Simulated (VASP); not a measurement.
A run of VASP 6.6.1 is set up as follows.

File INCAR:

```
  PREC = Accurate
  ENCUT = 520
  EDIFF = 1E-7
  ISMEAR = 0
  SIGMA = 0.01
  LREAL = F
  LASPH = T
  NELM = 100
  ALGO = Normal
  ISIF = 2
  LWAVE = F
  LCHARG = T
  GGA = PE
  LELF = T
  LVHAR = T
  NBANDS = 26
```

The input KPOINTS:

```
regular mesh
0
Gamma
  6 6 4
```

POSCAR

```
LiLaCdAs2
1.0
    4.4310742158      0.0000000000      0.0000000000
   -2.2155371079      3.8374228369      0.0000000000
    0.0000000000      0.0000000000      7.1472436724
Li La Cd As
1 1 1 2
Direct
    0.6666666667      0.3333333333      0.3677242574
    0.0000000000      0.0000000000      0.0101134544
    0.3333333333      0.6666666667      0.6181540973
    0.3333333333      0.6666666667      0.2424808029
    0.6666666667      0.3333333333      0.7615283781
```

Potentials or basis: VASP PAW PBE potentials, release 64 (Li_sv, La, Cd, As).

Command:

```sh
$ cat potpaw_PBE.64/Li_sv/POTCAR potpaw_PBE.64/La/POTCAR potpaw_PBE.64/Cd/POTCAR potpaw_PBE.64/As/POTCAR > POTCAR
$ mpirun -np 1 vasp_std > vasp.out
```

What does it give for the largest force?

0.026 eV/Å.

Predict the band gap on the k mesh.

0.90 eV (least direct gap 0.93 eV).

Forces in eV/Å, atoms in the order of the input:
```
Li   0.000  0.000 -0.001
La   0.000  0.000  0.001
Cd   0.000  0.000  0.004
As   0.000  0.000 -0.026
As   0.000  0.000  0.021
```

Caveat: spin-orbit coupling is left out, which moves the levels of the heavy elements. A k mesh can miss the band edges.
